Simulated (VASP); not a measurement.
# SrP10 (Fm-3m) in VASP: notebook

The runs below take SrP10 through relaxation of cell and atoms, single point, with PBE.

All numbers are computed with VASP 6.6.1; they aren't measurements. Logs are shortened: lines on timing, memory, paths and dates and some standing lists are left out, and cuts for length are marked.

## 1. The cell of the first run

It takes space group Fm-3m (No. 225, cubic). The conventional cell has a = 10.057 Å, b = 10.057 Å, c = 10.057 Å, α = 90.00°, β = 90.00°, γ = 90.00°. Sr (site symmetry m-3m) has 32 P at 4.20 to 4.36 Å within 5.5 Å. P (site symmetry -43m) has 4 P at 2.33 Å within 3.1 Å. Within 3.1 Å of P (site symmetry 3m) lie 4 P at 2.33 to 2.34 Å.

## 2. Relaxation of cell and atoms, PBE

Input file INCAR:

```
PREC = Accurate ; ENCUT = 600
EDIFF = 1E-6 ; ISMEAR = 0
SIGMA = 0.1 ; LREAL = F
LASPH = T ; NELM = 100
ALGO = Normal ; ISIF = 3
LWAVE = F ; LCHARG = F
GGA = PE ; IBRION = 2
NSW = 100 ; EDIFFG = -0.01
```

Input file KPOINTS:

```
Automatic mesh
0
Gamma
  8 8 8
```

Input file POSCAR:

```
SrP10
1.0
    0.0000000000      5.0287245458      5.0287245458
    5.0287245458      0.0000000000      5.0287245458
    5.0287245458      5.0287245458      0.0000000000
Sr P
1 10
Direct
    0.5000000000      0.5000000000      0.5000000000
    0.2500000000      0.2500000000      0.2500000000
    0.8836621766      0.8836621766      0.8836621766
    0.8836621766      0.8836621766      0.3490134702
    0.8836621766      0.3490134702      0.8836621766
    0.3490134702      0.8836621766      0.8836621766
    0.6509865298      0.1163378234      0.1163378234
    0.1163378234      0.1163378234      0.6509865298
    0.1163378234      0.6509865298      0.1163378234
    0.1163378234      0.1163378234      0.1163378234
    0.7500000000      0.7500000000      0.7500000000
```

Potentials or basis: VASP PAW PBE potentials, release 64 (Sr_sv, P).

Command:

```
$ cat potpaw_PBE.64/Sr_sv/POTCAR potpaw_PBE.64/P/POTCAR > POTCAR
$ mpirun -np 1 vasp_std > vasp.out
```

OUTCAR:

```text
PREC = Accurate
   ENCUT = 600
   EDIFF = 1E-6
   ISMEAR = 0
   LREAL = F
   LASPH = T
   NELM = 100
   ISIF = 3
   GGA = PE
   IBRION = 2
   NSW = 100
   EDIFFG = -0.01

 ion  position               nearest neighbor table
   1  0.500  0.500  0.500-
   2  0.250  0.250  0.250-  10 2.33   8 2.33   9 2.33   7 2.33
   3  0.884  0.884  0.884-  11 2.33   8 2.34   9 2.34   7 2.34
   4  0.884  0.884  0.349-  11 2.33   9 2.34   7 2.34  10 2.34
   5  0.884  0.349  0.884-  11 2.33   8 2.34   7 2.34  10 2.34
   6  0.349  0.884  0.884-  11 2.33   9 2.34   8 2.34  10 2.34
   7  0.651  0.116  0.116-   2 2.33   4 2.34   5 2.34   3 2.34
   8  0.116  0.116  0.651-   2 2.33   5 2.34   6 2.34   3 2.34
   9  0.116  0.651  0.116-   2 2.33   4 2.34   6 2.34   3 2.34
  10  0.116  0.116  0.116-   2 2.33   4 2.34   5 2.34   6 2.34
  11  0.750  0.750  0.750-   3 2.33   4 2.33   5 2.33   6 2.33

  LATTYP: Found a face centered cubic cell.
 ALAT       =    10.0574490916

  Lattice vectors:

 A1 = (   0.0000000000,   5.0287245458,   5.0287245458)
 A2 = (   5.0287245458,   0.0000000000,   5.0287245458)
 A3 = (   5.0287245458,   5.0287245458,   0.0000000000)

Analysis of symmetry for initial positions (statically):
=====================================================================
 Subroutine PRICEL returns:
 Original cell was already a primitive cell.

 Routine SETGRP: Setting up the symmetry group for a
 face centered cubic supercell.

 Subroutine GETGRP returns: Found 48 space group operations
 (whereof 48 operations were pure point group operations)
 out of a pool of 48 trial point group operations.

The static configuration has the point symmetry O_h .

Analysis of symmetry for dynamics (positions and initial velocities):
=====================================================================
 Subroutine PRICEL returns:
 Original cell was already a primitive cell.

 Routine SETGRP: Setting up the symmetry group for a
 face centered cubic supercell.

 Subroutine GETGRP returns: Found 48 space group operations
 (whereof 48 operations were pure point group operations)
 out of a pool of 48 trial point group operations.

The dynamic configuration has the point symmetry O_h .

 Subroutine INISYM returns: Found 48 space group operations
 (whereof 48 operations are pure point group operations),
 and found     1 'primitive' translations

----------------------------------------------------------------------------------------

                                     Primitive cell

  volume of cell :     254.3335

  direct lattice vectors                    reciprocal lattice vectors
     0.000000000  5.028724546  5.028724546    -0.099428791  0.099428791  0.099428791
     5.028724546  0.000000000  5.028724546     0.099428791 -0.099428791  0.099428791
     5.028724546  5.028724546  0.000000000     0.099428791  0.099428791 -0.099428791

  length of vectors
     7.111690454  7.111690454  7.111690454     0.172215717  0.172215717  0.172215717

  position of ions in fractional coordinates (direct lattice)
     0.500000000  0.500000000  0.500000000
     0.250000000  0.250000000  0.250000000
     0.883662177  0.883662177  0.883662177
     0.883662177  0.883662177  0.349013470
     0.883662177  0.349013470  0.883662177
     0.349013470  0.883662177  0.883662177
     0.650986530  0.116337823  0.116337823
     0.116337823  0.116337823  0.650986530
     0.116337823  0.650986530  0.116337823
     0.116337823  0.116337823  0.116337823
     0.750000000  0.750000000  0.750000000

  ion indices of the primitive-cell ions
   primitive index   ion index
                 1           1
                 2           2
                 3           3
                 4           4
                 5           5
                 6           6
                 7           7
                 8           8
                 9           9
                10          10
                11          11

----------------------------------------------------------------------------------------

 KPOINTS: Automatic mesh

Automatic generation of k-mesh.
 Grid dimensions read from file:
 generate k-points for:    8    8    8

 Generating k-lattice:

  Cartesian coordinates                     Fractional coordinates (reciprocal lattice)
    -0.012428599  0.012428599  0.012428599     0.125000000  0.000000000  0.000000000
     0.012428599 -0.012428599  0.012428599     0.000000000  0.125000000  0.000000000
     0.012428599  0.012428599 -0.012428599     0.000000000  0.000000000  0.125000000

  Length of vectors
     0.021526965  0.021526965  0.021526965

  Shift w.r.t. Gamma in fractional coordinates (k-lattice)
     0.000000000  0.000000000  0.000000000

 Subroutine IBZKPT returns following result:
 ===========================================

 Found     29 irreducible k-points:

 Following reciprocal coordinates:
            Coordinates               Weight
  0.000000  0.000000  0.000000      1.000000
  0.125000  0.000000  0.000000      8.000000
  0.250000  0.000000  0.000000      8.000000
  0.375000  0.000000  0.000000      8.000000
  0.500000  0.000000  0.000000      4.000000
  0.125000  0.125000  0.000000      6.000000
[... 16 lines left out ...]
  0.500000  0.250000  0.125000     48.000000
 -0.375000  0.250000  0.125000     24.000000
 [... further k-points ...]
   k-points           NKPTS =     29   k-points in BZ     NKDIM =     29   number of bands    NBANDS=     36
   number of dos      NEDOS =    301   number of ions     NIONS =     11
   total plane-waves  NPLWV = 216000
   dimension x,y,z NGX =    60 NGY =   60 NGZ =   60
   dimension x,y,z NGXF=   120 NGYF=  120 NGZF=  120
   ions per type =               1  10
   NGX,Y,Z   is equivalent  to a cutoff of  14.03, 14.03, 14.03 a.u.
   NGXF,Y,Z  is equivalent  to a cutoff of  28.05, 28.05, 28.05 a.u.
 SYSTEM =  unknown system
   PREC   = accura    normal or accurate (medium, high low for compatibility)
   ISTART =      0    job   : 0-new  1-cont  2-samecut
   ICHARG =      2    charge: 1-file 2-atom 10-const
   ISPIN  =      1    spin polarized calculation?
   LNONCOLLINEAR =      F non collinear calculations
   LSORBIT =      F    spin-orbit coupling
   LASPH  =      T    aspherical Exc in radial PAW
   ENCUT  =  600.0 eV  44.10 Ry    6.64 a.u.  14.20 14.20 14.20*2*pi/ulx,y,z
   NELM   =    100;   NELMIN=  2; NELMDL= -5     # of ELM steps
   EDIFF  = 0.1E-05   stopping-criterion for ELM
   LREAL  =      F    real-space projection
   EDIFFG = -.1E-01   stopping-criterion for IOM
   NSW    =    100    number of steps for IOM
   IBRION =      2    ionic relax: 0-MD 1-quasi-New 2-CG
   NFREE  =      1    steps in history (QN), initial steepest desc. (CG)
   ISIF   =      3    stress and relaxation
   ISYM   =      2    0-nonsym 1-usesym 2-fastsym
   POTIM  = 0.5000    time-step for ionic-motion
   TEBEG  =    0.0;   TEEND  =   0.0 temperature during run
   PSTRESS=    0.0 pullay stress
   NELECT =      60.0000    total number of electrons
   NUPDOWN=      -1.0000    fix difference up-down
   EMIN   =  10.00;   EMAX   =-10.00  energy-range for DOS
   EFERMI =   0.00;   METHOD = LEGACY
   ISMEAR =     0;   SIGMA  =   0.10  broadening in eV -4-tet -1-fermi 0-gaus
   EFERMI_NEDOS =   21; number of points for ismear=-14 and -15
   IALGO  =     38    algorithm
   IMIX   =      4    mixing-type and parameters
     AMIX     =   0.40;   BMIX     =  1.00
     AMIX_MAG =   1.60;   BMIX_MAG =  1.00
  volume/ion in A,a.u.               =      23.12       156.03
  Fermi-wavevector in a.u.,A,eV,Ry     =   1.011558  1.911567 13.922152  1.023249
  Thomas-Fermi vector in A             =   2.144615
   LORBIT       =      0    0 simple, 1 ext, 2 COOP (PROOUT), +10 PAW based schemes
   GGA     = PE    functional components
   LHFCALC =     F    Hartree Fock is set to
   AEXX    =    0.0000 exact exchange contribution
   IVDW    =     0    specifies the selected vdW correction
   LEPSILON=     F    determine dielectric tensor
   LRPA    =     F    only Hartree local field effects (RPA)
 conjugate gradient relaxation of ions
 non-spin polarized calculation
 Gauss-broadening in eV      SIGMA  =   0.10
  energy-cutoff  :      600.00
  volume of cell :      254.33
 maximum number of plane-waves:      8516
 NGX is ok and might be reduce to    60
   NGX = 29   NGY = 29   NGZ = 29

--------------------------------------- Ionic step        1  -------------------------------------------

 number of electron      60.0000006 magnetization

 Free energy of the ion-electron system (eV)
  ---------------------------------------------------
  ext. energy  EPLUGINS =         0.00000000
  ---------------------------------------------------
  free energy    TOTEN  =       -51.62763865 eV

  energy without entropy =      -51.60035027  energy(sigma->0) =      -51.61399446

 E-fermi :   5.3545     XC(G=0):  -9.0749

 val. band max:        5.3111629202   @ k =   0.2500   0.1250   0.0000
 cond. band min:       5.3629217259   @ k =   0.3750   0.0000   0.0000
 fundamental gap:      0.0517588057
 Fermi energy:         5.3545266041

 k-point     1 :       0.0000    0.0000    0.0000
  band No.  band energies     occupation
      1     -32.0482      2.00000
      2     -13.9592      2.00000
      3     -13.9592      2.00000
      4     -13.9592      2.00000
      5     -10.1998      2.00000
      6      -7.4845      2.00000
[... 1014 lines left out ...]
  energy  without entropy=      -51.6017675195  energy(sigma->0) =      -51.61545341

--------------------------------------- Ionic step        3  -------------------------------------------

 number of electron      60.0000004 magnetization

 Free energy of the ion-electron system (eV)
  ---------------------------------------------------
  ext. energy  EPLUGINS =         0.00000000
  ---------------------------------------------------
  free energy    TOTEN  =       -51.62993433 eV

  energy without entropy =      -51.60247665  energy(sigma->0) =      -51.61620549

 E-fermi :   5.3194     XC(G=0):  -9.0554

 val. band max:        5.2840546041   @ k =   0.2500   0.1250   0.0000
 cond. band min:       5.3398797031   @ k =   0.3750   0.0000   0.0000
 fundamental gap:      0.0558250990
 Fermi energy:         5.3193787073

 k-point     1 :       0.0000    0.0000    0.0000
  band No.  band energies     occupation
      1     -32.0944      2.00000
      2     -14.0049      2.00000
      3     -14.0049      2.00000
      4     -14.0049      2.00000
      5     -10.2494      2.00000
      6      -7.4417      2.00000
[... 965 lines left out ...]
  FREE ENERGIE OF THE ION-ELECTRON SYSTEM (eV)
  ---------------------------------------------------
  free  energy   TOTEN  =       -51.6299343330 eV

  energy  without entropy=      -51.6024766473  energy(sigma->0) =      -51.61620549

 reached required accuracy - stopping structural energy minimisation
```

Run time: 23 min. Hardware: 1 thread of AMD EPYC 7R43 (Zen 3), shared host; peak memory 0.6 GiB.

Results:

```yaml
Free_energy: -51.6299 eV
Relaxed_volume: 23.21 Å³/atom
Relaxed_cell: a = 7.121 Å, b = 7.121 Å, c = 7.121 Å, α = 60.00°, β = 60.00°, γ = 60.00°
Space_group_after_relaxing_to_0.05_Å: Fm-3m (No. 225)
Energy_gained_by_relaxing: 0.2 meV/atom
Ionic_steps: 3
Pressure_after_relaxing: 0.0 GPa
Band_gap_on_the_k_mesh: zero (band 30 reaches 5.58 eV, above the bottom of band 31 at 4.46 eV)
```

The path:
| step | energy change (eV) | largest force (eV/Å) | pressure (GPa) | volume (Å³) |
| --- | --- | --- | --- | --- |
| 1 | 0.0000 | 0.0660 | 0.08 | 254.33 |
| 2 | -0.0015 | 0.0383 | 0.05 | 254.75 |
| 3 | -0.0023 | 0.0019 | 0.02 | 255.35 |

Final structure:
```xyz
11
Lattice="0.0000 5.0354 5.0354 5.0354 0.0000 5.0354 5.0354 5.0354 0.0000" Properties=species:S:1:pos:R:3 pbc="T T T"
Sr    5.0354    5.0354    5.0354
P     2.5177    2.5177    2.5177
P     8.9037    8.9037    8.9037
P     6.2026    6.2026    8.9037
P     6.2026    8.9037    6.2026
P     8.9037    6.2026    6.2026
P     1.1671    3.8683    3.8683
P     3.8683    3.8683    1.1671
P     3.8683    1.1671    3.8683
P     1.1671    1.1671    1.1671
P     7.5532    7.5532    7.5532
```

## 3. Single point, PBE

Input file INCAR:

```
ALGO = Normal ; EDIFF = 1E-6
ENCUT = 520 ; GGA = PE
ISIF = 2 ; ISMEAR = 0
LASPH = True ; LCHARG = False
LREAL = False ; LWAVE = False
NBANDS = 41 ; NELM = 100
PREC = Accurate ; SIGMA = 0.1
```

Input file KPOINTS:

```
k-points
0
Gamma
  4 4 4
```

POSCAR is that of step 2.

Potentials or basis: VASP PAW PBE potentials, release 64 (Sr_sv, P).

Command:

```
$ cat potpaw_PBE.64/Sr_sv/POTCAR potpaw_PBE.64/P/POTCAR > POTCAR
$ mpirun -np 1 vasp_std > vasp.out
```

Run time: 2.7 min. Hardware: 1 thread of AMD EPYC 7R43 (Zen 3), shared host; peak memory 0.37 GiB.

The run converged. Its results:

```
Free energy            : -51.6612 eV
Pressure               : 0.1 GPa
Largest force          : 0.029 eV/Å
Band gap on the k mesh : zero (band 30 reaches 5.57 eV, above the bottom of band 31 at 4.48 eV)
```

Forces on the atoms (eV/Å):
```
Sr   0.000  0.000  0.000
P    0.000  0.000  0.000
P    0.017  0.017  0.017
P   -0.017 -0.017  0.017
P   -0.017  0.017 -0.017
P    0.017 -0.017 -0.017
P   -0.017  0.017  0.017
P    0.017  0.017 -0.017
P    0.017 -0.017  0.017
P   -0.017 -0.017 -0.017
P    0.000  0.000  0.000
```

Levels at points of the mesh, in eV from the Fermi level:
| k point | band 26 | band 27 | band 28 | band 29 | band 30 | band 31 | band 32 | band 33 | band 34 | band 35 |
| --- | --- | --- | --- | --- | --- | --- | --- | --- | --- | --- |
| (0.00, 0.00, 0.00) | -3.10 | -1.04 | -1.04 | -1.04 | -0.80 | -0.80 | -0.80 | 1.35 | 2.01 | 2.01 |
| (0.50, 0.00, 0.00) | -1.51 | -1.30 | -0.32 | -0.32 | -0.09 | -0.09 | 1.01 | 1.01 | 1.16 | 1.22 |
| (0.50, 0.50, 0.00) | -0.91 | -0.91 | -0.75 | -0.39 | -0.24 | -0.19 | 0.18 | 0.18 | 0.88 | 1.41 |

## 4. Relaxation of cell and atoms, PBE

This run uses another cell than the first one, of 18.06 Å³/atom, 0.781 times its volume.

Input file INCAR:

```
ALGO = Normal
EDIFF = 1E-6
EDIFFG = -0.04
ENCUT = 600
GGA = PE
IBRION = 2
ISIF = 3
ISMEAR = 0
LASPH = T
LCHARG = F
LREAL = F
LWAVE = F
NELM = 100
NSW = 90
PREC = Accurate
SIGMA = 0.1
```

KPOINTS is that of step 3.

Input file POSCAR:

```
SrP10
1.0
    0.0000000000      4.6313922600      4.6313922600
    4.6313922600      0.0000000000      4.6313922600
    4.6313922600      4.6313922600      0.0000000000
Sr P
1 10
Direct
    0.5000000000      0.5000000000      0.5000000000
    0.2500000000      0.2500000000      0.2500000000
    0.8859832900      0.8859832900      0.8859832900
    0.8859832900      0.8859832900      0.3420501400
    0.8859832900      0.3420501400      0.8859832900
    0.3420501400      0.8859832900      0.8859832900
    0.6579498600      0.1140167100      0.1140167100
    0.1140167100      0.1140167100      0.6579498600
    0.1140167100      0.6579498600      0.1140167100
    0.1140167100      0.1140167100      0.1140167100
    0.7500000000      0.7500000000      0.7500000000
```

Command:

```
$ cat potpaw_PBE.64/Sr_sv/POTCAR potpaw_PBE.64/P/POTCAR > POTCAR
$ mpirun -np 1 vasp_std > vasp.out
```

Run time: 12 min. Hardware: 1 thread of AMD EPYC 7R43 (Zen 3), shared host; peak memory 0.4 GiB.

It converged, with:

| Property | Result |
| --- | --- |
| Free energy | -51.6555 eV |
| Relaxed volume | 23.17 Å³/atom |
| Relaxed cell | a = 7.117 Å, b = 7.117 Å, c = 7.117 Å, α = 60.00°, β = 60.00°, γ = 60.00° |
| Space group after relaxing (to 0.05 Å) | Fm-3m (No. 225) |
| Energy gained by relaxing | 275.4 meV/atom |
| Ionic steps | 7 |
| Pressure after relaxing | 0.0 GPa |
| Largest force after relaxing | 0.025 eV/Å |
| Band gap on the k mesh | zero (band 30 reaches 5.55 eV, above the bottom of band 31 at 4.47 eV) |

Forces on the atoms (eV/Å):
```
Sr   0.000  0.000  0.000
P    0.000  0.000  0.000
P    0.014  0.014  0.014
P   -0.014 -0.014  0.014
P   -0.014  0.014 -0.014
P    0.014 -0.014 -0.014
P   -0.014  0.014  0.014
P    0.014  0.014 -0.014
P    0.014 -0.014  0.014
P   -0.014 -0.014 -0.014
P    0.000  0.000  0.000
```

Step by step:
```tsv
step	energy change (eV)	largest force (eV/Å)	pressure (GPa)	volume (Å³)
1	0.0000	2.5981	18.13	198.68
2	-2.5712	0.8683	-1.98	263.44
3	-2.8167	0.5808	1.71	243.19
4	-2.8178	0.6119	1.34	245.00
5	-2.9573	0.4304	0.00	252.87
6	-2.9934	0.2823	-0.91	258.78
7	-3.0290	0.0248	0.05	254.88
```

Final structure:
```
Sr P
1.0
     0.00000    5.03230    5.03230
     5.03230    0.00000    5.03230
     5.03230    5.03230    0.00000
Sr P
1 10
Cartesian
  5.0323 5.0323 5.0323
  2.5162 2.5162 2.5162
  8.8942 8.8942 8.8942
  6.2027 6.2027 8.8942
  6.2027 8.8942 6.2027
  8.8942 6.2027 6.2027
  1.1704 3.8619 3.8619
  3.8619 3.8619 1.1704
  3.8619 1.1704 3.8619
  1.1704 1.1704 1.1704
  7.5485 7.5485 7.5485
```

Levels at points of the mesh, in eV from the Fermi level:
```csv
k point,band 27,band 28,band 29,band 30,band 31,band 32,band 33,band 34
"(0.00, 0.00, 0.00)",-1.04,-1.04,-1.04,-0.79,-0.79,-0.79,1.34,2.00
"(0.50, 0.00, 0.00)",-1.31,-0.32,-0.32,-0.08,-0.08,1.01,1.01,1.15
"(0.50, 0.50, 0.00)",-0.91,-0.75,-0.39,-0.24,-0.19,0.19,0.19,0.88
```

Caveat: the volume moved by over 15 % at a fixed basis, so the end points are rough.

## 5. Overview

| task | cell | k mesh | cutoff (eV) | gap on the mesh (eV) | pressure (GPa) | relaxed volume (Å³/atom) | largest force (eV/Å) |
| --- | --- | --- | --- | --- | --- | --- | --- |
| relaxation of cell and atoms | relaxed from a = 7.112 Å, angles 60.0°, 11 atoms | 8 × 8 × 8 | 600 | none | 0.0 | 23.21 | - |
| single point | a = 7.112 Å, angles 60.0°, 11 atoms | 4 × 4 × 4 | 520 | none | 0.1 | - | 0.03 |
| relaxation of cell and atoms | relaxed from a = 6.550 Å, angles 60.0°, 11 atoms | 4 × 4 × 4 | 600 | none | 0.0 | 23.17 | 0.02 |

Alike in all rows: level PBE; potentials or basis VASP PAW PBE potentials, release 64 (Sr_sv, P); no spin polarisation; smearing gaussian 0.1 eV.

Caveats: the volume moved by over 15 % at a fixed basis, so the end points are rough (some runs).

Absolute energies hang on the potentials; compare differences alone.
